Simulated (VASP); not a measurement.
MoS2 (rutile type):

```
CELL_PARAMETERS angstrom
5.49493 0.00000 0.00000
0.00000 5.49493 0.00000
0.00000 0.00000 3.62665
ATOMIC_POSITIONS crystal
Mo 0.00000 0.00000 0.00000
Mo 0.50000 0.50000 0.50000
S 0.30500 0.30500 0.00000
S 0.69500 0.69500 0.00000
S 0.80500 0.19500 0.50000
S 0.19500 0.80500 0.50000
```

| Property | Result |
| --- | --- |
| Program | VASP 6.6.1 |
| Task | relaxation of cell and atoms |
| Functional | PBE |
| Potentials or basis | VASP PAW PBE potentials, release 64 (Mo_sv, S) |
| Cutoff | 600 eV |
| k mesh | 6 × 6 × 10 |
| Occupations | fermi-dirac, width 0.03 eV |
| Spin | no spin polarisation |

At the start: pressure 6.7 GPa; volume 18.25 Å³/atom.

Where does the relaxation end?

Over 18 steps the energy falls by 153.5 meV/atom and the volume is 18.59 Å³/atom (+1.8 %); space group P4_2/mnm (No. 136, to 0.1 Å) before and after.

The path:
```tsv
step	energy change (eV)	largest force (eV/Å)	pressure (GPa)	volume (Å³)
1	0.0000	0.9044	6.75	109.50
2	-0.2908	0.2533	-7.52	122.02
3	-0.3346	0.4406	-4.37	118.57
4	-0.7433	0.3807	-4.43	117.51
5	-0.8069	0.3521	-4.30	116.93
6	-0.8154	0.3519	-4.23	116.68
7	-0.8412	0.5067	5.45	108.00
8	-0.8928	0.4602	0.73	111.76
9	-0.9162	0.0330	0.31	111.50
10	-0.9162	0.0483	0.31	111.51
11	-0.9190	0.0181	-0.43	112.03
12	-0.9190	0.0148	-0.53	112.09
13	-0.9207	0.0356	-0.09	111.64
14	-0.9207	0.0377	-0.05	111.60
15	-0.9209	0.0131	0.04	111.50
16	-0.9209	0.0065	0.06	111.47
17	-0.9209	0.0032	-0.04	111.54
18	-0.9209	0.0006	-0.01	111.51
```

Final structure:
```
Mo S
1.0
     5.87436    0.00000    0.00000
     0.00000    5.87436    0.00000
     0.00000    0.00000    3.23151
Mo S
2 4
Direct
  0.00000 0.00000 0.00000
  0.50000 0.50000 0.50000
  0.28699 0.28699 0.00000
  0.71301 0.71301 0.00000
  0.78699 0.21301 0.50000
  0.21301 0.78699 0.50000
```
